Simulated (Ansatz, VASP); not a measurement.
## Mg2I in VASP and in Ansatz

File INCAR:

```
ALGO     = Normal         # electronic algorithm
EDIFF    = 1E-6           # SCF threshold, eV
ENCUT    = 520            # plane-wave cutoff, eV
GGA      = PE             # functional
ISIF     = 2              # what is computed and relaxed
ISMEAR   = 0              # smearing method
LASPH    = True           # aspherical terms in the spheres
LCHARG   = False          # write CHGCAR
LREAL    = False          # projectors in reciprocal space
LWAVE    = False          # write WAVECAR
NBANDS   = 20             # bands
NELM     = 80             # most SCF steps
PREC     = Accurate       # precision mode
SIGMA    = 0.1            # smearing width, eV
```

KPOINTS

```
k-points
0
Gamma
  4 4 4
```

File POSCAR:

```
Mg2I
1.0
    6.2347044521      0.0000000000      0.0000000000
    0.0000000000      6.4245432094      0.0000000000
    0.0000000000      0.0000000000      4.1964356889
Mg I
4 2
Direct
    0.2250000000      0.8250000000      0.5000000000
    0.7250000000      0.6750000000      0.0000000000
    0.7750000000      0.1750000000      0.5000000000
    0.2750000000      0.3250000000      0.0000000000
    0.5000000000      0.5000000000      0.5000000000
    0.0000000000      0.0000000000      0.0000000000
```

Input for Ansatz:

```yaml
crystal:
  lattice:
    - [6.2347044521, 0.0, 0.0]
    - [0.0, 6.4245432094, 0.0]
    - [0.0, 0.0, 4.1964356889]
  atoms:
    - { symbol: Mg, position: [0.225, 0.825, 0.5] }
    - { symbol: Mg, position: [0.725, 0.675, 0.0] }
    - { symbol: Mg, position: [0.775, 0.175, 0.5] }
    - { symbol: Mg, position: [0.275, 0.325, 0.0] }
    - { symbol: I, position: [0.5, 0.5, 0.5] }
    - { symbol: I, position: [0.0, 0.0, 0.0] }
basis:
  ecutwfc: 420
kpoints:
  mp_grid: { grid: [4, 4, 4] }
hamiltonian:
  xc: pbe
scf:
  occupations: { method: gaussian, width: 0.1 }
  lower_state_search: "off"
output:
  forces: true
  stress: true
  eigenvalues: true
```

Alike in both runs: task single point; functional PBE; k mesh 4 × 4 × 4; occupations gaussian, width 0.1 eV; no spin polarisation.

|  | VASP | Ansatz |
| --- | --- | --- |
| version | VASP 6.6.1 | Ansatz 0.2.0 |
| potentials or method | VASP PAW PBE potentials, release 64 (Mg, I), cutoff 520 eV | scalar-relativistic, plane waves, PAW |
| valence electrons in the cell | 22 | 74 |

|  | VASP | Ansatz | Ansatz less VASP |
| --- | --- | --- | --- |
| gap on the k mesh at the Fermi level (eV) | none | none | - |
| pressure (GPa) | 9.7 | 9.7 | +0.06 |
| traceless stress, the component that is largest in VASP (GPa) | -1.08 | -1.09 | -0.007 |
| rms of the force components (eV/Å) | 0.262 | 0.264 | +0.0024 |

Atom by atom the forces differ by 0.003 eV/Å (rms over components). A gap of «none» marks a metal or a gap that the smearing closes. VASP's potentials hold 22 valence electrons a cell and Ansatz's 74, so a difference there can come from the potentials and not from the codes.

The k mesh is coarse, so the values compare programs but aren't converged. Spin-orbit coupling is off throughout.
